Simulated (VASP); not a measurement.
# In3P2 (R-3c) in VASP: further runs, part 2 of 3

VASP 6.6.1. The steps go on from the part before.

### Step 3. Single point, PBE

This run uses another cell than the first one, of 26.46 Å³/atom.

INCAR reads:

```
PREC = Accurate ; ENCUT = 520
EDIFF = 1E-7 ; ISMEAR = 0
SIGMA = 0.1 ; LREAL = False
LASPH = True ; NELM = 80
ALGO = Normal ; ISIF = 2
LWAVE = False ; LCHARG = False
GGA = PE ; NBANDS = 60
```

KPOINTS reads:

```
regular mesh
0
Gamma
  3 3 3
```

POSCAR reads:

```
In3P2
1.0
    3.5355948226      2.0412766225      6.1099900599
   -3.5355948226      2.0412766225      6.1099900599
    0.0000000000     -4.0825532452      6.1099900598
In P
6 4
Direct
    0.0429319585      0.4570680415      0.7500000000
    0.7500000000      0.0429319585      0.4570680415
    0.4570680415      0.7500000000      0.0429319585
    0.9570680415      0.5429319585      0.2500000000
    0.2500000000      0.9570680415      0.5429319585
    0.5429319585      0.2500000000      0.9570680415
    0.8564787778      0.8564787778      0.8564787778
    0.6435212222      0.6435212222      0.6435212222
    0.1435212222      0.1435212222      0.1435212222
    0.3564787778      0.3564787778      0.3564787778
```

Potentials or basis: VASP PAW PBE potentials, release 64 (In_d, P).

Run with:

```console
cat potpaw_PBE.64/In_d/POTCAR potpaw_PBE.64/P/POTCAR > POTCAR
mpirun -np 1 vasp_std > vasp.out
```

OUTCAR:

```text
PREC = Accurate
   ENCUT = 520
   EDIFF = 1E-7
   ISMEAR = 0
   LREAL = False
   LASPH = True
   NELM = 80
   ISIF = 2
   GGA = PE

 ion  position               nearest neighbor table
   1  0.043  0.457  0.750-   9 2.74  10 2.74   7 2.85   8 2.85   2 3.59   3 3.59   4 3.72   4 3.72
                             5 3.96   6 3.96   5 3.96   6 3.96
   2  0.750  0.043  0.457-   9 2.74  10 2.74   7 2.85   8 2.85   3 3.59   1 3.59   5 3.72   5 3.72
                             6 3.96   6 3.96   4 3.96   4 3.96
   3  0.457  0.750  0.043-  10 2.74   9 2.74   8 2.85   7 2.85   2 3.59   1 3.59   6 3.72   6 3.72
                             5 3.96   5 3.96   4 3.96   4 3.96
   4  0.957  0.543  0.250-   7 2.74   8 2.74   9 2.85  10 2.85   6 3.59   5 3.59   1 3.72   1 3.72
                             2 3.96   3 3.96   3 3.96   2 3.96
   5  0.250  0.957  0.543-   7 2.74   8 2.74   9 2.85  10 2.85   6 3.59   4 3.59   2 3.72   2 3.72
                             3 3.96   3 3.96   1 3.96   1 3.96
   6  0.543  0.250  0.957-   8 2.74   7 2.74  10 2.85   9 2.85   5 3.59   4 3.59   3 3.72   3 3.72
                             2 3.96   2 3.96   1 3.96   1 3.96
   7  0.856  0.856  0.856-   4 2.74   5 2.74   6 2.74   2 2.85   1 2.85   3 2.85
   8  0.644  0.644  0.644-   4 2.74   6 2.74   5 2.74   3 2.85   1 2.85   2 2.85
   9  0.144  0.144  0.144-   1 2.74   2 2.74   3 2.74   5 2.85   4 2.85   6 2.85
  10  0.356  0.356  0.356-   1 2.74   3 2.74   2 2.74   6 2.85   4 2.85   5 2.85

  LATTYP: Found a trigonal (rhomboedric) cell.
 ALAT       =     7.3484161240
 COS(alpha) =     0.5370143918

  Lattice vectors:

 A1 = (   3.5355948226,   2.0412766225,   6.1099900599)
 A2 = (  -3.5355948226,   2.0412766225,   6.1099900599)
 A3 = (   0.0000000000,  -4.0825532452,   6.1099900598)

Analysis of symmetry for initial positions (statically):
=====================================================================
 Subroutine PRICEL returns:
 Original cell was already a primitive cell.

 Routine SETGRP: Setting up the symmetry group for a
 trigonal (rhombohedral) supercell.

[... 146 lines left out ...]
   LEPSILON=     F    determine dielectric tensor
   LRPA    =     F    only Hartree local field effects (RPA)
 non-spin polarized calculation
 Gauss-broadening in eV      SIGMA  =   0.10
  energy-cutoff  :      520.00
  volume of cell :      264.58
 maximum number of plane-waves:      7143
 NGX is ok and might be reduce to    54
   NGX = 27   NGY = 27   NGZ = 27

 number of electron      97.9999969 magnetization

 Free energy of the ion-electron system (eV)
  ---------------------------------------------------
  ext. energy  EPLUGINS =         0.00000000
  ---------------------------------------------------
  free energy    TOTEN  =       -36.14412842 eV

  energy without entropy =      -36.11599728  energy(sigma->0) =      -36.13006285

 E-fermi :   5.9706     XC(G=0):  -9.3931

 val. band max:        5.9603575181   @ k =   0.3333   0.3333   0.0000
 cond. band min:       5.9911197453   @ k =  -0.3333   0.3333   0.3333
 fundamental gap:      0.0307622273
 Fermi energy:         5.9705881874

 k-point     1 :       0.0000    0.0000    0.0000
  band No.  band energies     occupation
      1      -8.9344      2.00000
      2      -8.8228      2.00000
      3      -8.7782      2.00000
      4      -8.7709      2.00000
      5      -8.7709      2.00000
      6      -8.7610      2.00000
[... 367 lines left out ...]
     59       9.2240      0.00000
     60       9.5817      0.00000

------------------------ aborting loop because EDIFF is reached ----------------------------------------

  FORCE on cell =-STRESS in cart. coord.  units (eV):
  Direction    XX          YY          ZZ          XY          YZ          ZX
  --------------------------------------------------------------------------------------
  -------------------------------------------------------------------------------------
  Total        0.2159327      0.2159327      0.2654445     -0.0000000      0.0000000      0.0000000
  in kB        1.3075941      1.3075941      1.6074158     -0.0000000      0.0000000      0.0000000
  external PRESSURE =       1.4075347 kB  Pullay stress =       0.0000000 kB

 VOLUME and BASIS-vectors are now :
 -----------------------------------------------------------------------------
  energy-cutoff  :      520.00
  volume of cell :      264.58
      direct lattice vectors                 reciprocal lattice vectors
     3.535594823  2.041276622  6.109990060     0.141418920  0.081648251  0.054555462
    -3.535594823  2.041276622  6.109990060    -0.141418920  0.081648251  0.054555462
     0.000000000 -4.082553245  6.109990060     0.000000000 -0.163296503  0.054555462

 POSITION                                       TOTAL-FORCE (eV/Angst)
 -----------------------------------------------------------------------------------
     -1.46422     -2.04128      7.63749         0.024407      0.000000      0.000000
      2.49991     -0.24741      7.63749        -0.012203      0.021137      0.000000
     -1.03569      2.28869      7.63749        -0.012203     -0.021137     -0.000000
      1.46422      2.04128     10.69248        -0.024407      0.000000      0.000000
     -2.49991      0.24741     10.69248         0.012203     -0.021137     -0.000000
      1.03569     -2.28869     10.69248         0.012203      0.021137      0.000000
      0.00000     -0.00000     15.69923        -0.000000     -0.000000      0.009926
      0.00000     -0.00000     11.79572        -0.000000      0.000000     -0.009926
      0.00000     -0.00000      2.63074        -0.000000      0.000000     -0.009926
      0.00000     -0.00000      6.53425        -0.000000     -0.000000      0.009926
 -----------------------------------------------------------------------------------
    total drift:                                0.000000      0.000000      0.000000

  FREE ENERGIE OF THE ION-ELECTRON SYSTEM (eV)
  ---------------------------------------------------
  free  energy   TOTEN  =       -36.1441284181 eV

  energy  without entropy=      -36.1159972810  energy(sigma->0) =      -36.13006285
```

OSZICAR:

```text
N       E                     dE             d eps       ncg     rms          rms(c)
DAV:   1     0.103343279241E+04    0.10334E+04   -0.43972E+04   720   0.195E+03
DAV:   2     0.117091073773E+03   -0.91634E+03   -0.89492E+03   720   0.518E+02
DAV:   3    -0.270245909573E+02   -0.14412E+03   -0.13865E+03   828   0.213E+02
DAV:   4    -0.375348151594E+02   -0.10510E+02   -0.10283E+02   888   0.551E+01
DAV:   5    -0.379065214674E+02   -0.37171E+00   -0.37092E+00   976   0.103E+01    0.105E+01
DAV:   6    -0.361787133217E+02    0.17278E+01   -0.37664E+00   960   0.126E+01    0.572E+00
DAV:   7    -0.361608703110E+02    0.17843E-01   -0.13589E+00  1048   0.383E+00    0.217E+00
DAV:   8    -0.361470485989E+02    0.13822E-01   -0.18835E-01   920   0.269E+00    0.106E+00
DAV:   9    -0.361457050953E+02    0.13435E-02   -0.47844E-02   976   0.148E+00    0.383E-01
DAV:  10    -0.361438371148E+02    0.18680E-02   -0.86107E-03  1008   0.776E-01    0.240E-01
DAV:  11    -0.361440967056E+02   -0.25959E-03   -0.16336E-03   960   0.143E-01    0.775E-02
DAV:  12    -0.361441400477E+02   -0.43342E-04   -0.15892E-04  1104   0.657E-02    0.605E-02
DAV:  13    -0.361441282777E+02    0.11770E-04   -0.82086E-05   868   0.689E-02    0.387E-02
DAV:  14    -0.361441285780E+02   -0.30021E-06   -0.32742E-05   976   0.177E-02    0.117E-02
DAV:  15    -0.361441283774E+02    0.20056E-06   -0.22858E-06   760   0.660E-03    0.701E-03
DAV:  16    -0.361441284181E+02   -0.40714E-07   -0.98495E-07   728   0.355E-03
   1 F= -.36144128E+02 E0= -.36130063E+02  d E =-.281311E-01
```

It took 1.8 min on 1 thread of Intel Xeon 6975P-C (Granite Rapids), shared host; peak memory 0.44 GiB.

Results:

```
Free energy            : -36.1441 eV
Pressure               : 0.1 GPa
Largest force          : 0.024 eV/Å
Band gap on the k mesh : 0.03 eV (least direct gap 0.27 eV)
```

Forces in eV/Å, atoms in the order of the input:
```
In   0.024  0.000  0.000
In  -0.012  0.021  0.000
In  -0.012 -0.021  0.000
In  -0.024  0.000  0.000
In   0.012 -0.021  0.000
In   0.012  0.021  0.000
P    0.000  0.000  0.010
P    0.000  0.000 -0.010
P    0.000  0.000 -0.010
P    0.000  0.000  0.010
```

Levels at points of the mesh, in eV from the valence-band top:
```csv
k point,band 45,band 46,band 47,band 48,band 49,band 50,band 51,band 52,band 53,band 54
"(0.00, 0.00, 0.00)",-2.61,-2.50,-1.58,-1.18,-1.18,2.07,2.07,2.16,2.64,2.64
```

Caveat: spin-orbit coupling is left out, which moves the levels of the heavy elements; an odd mesh through Γ misses points on the zone boundary, where band edges can lie.

(Part 2 of 3 ends here.)
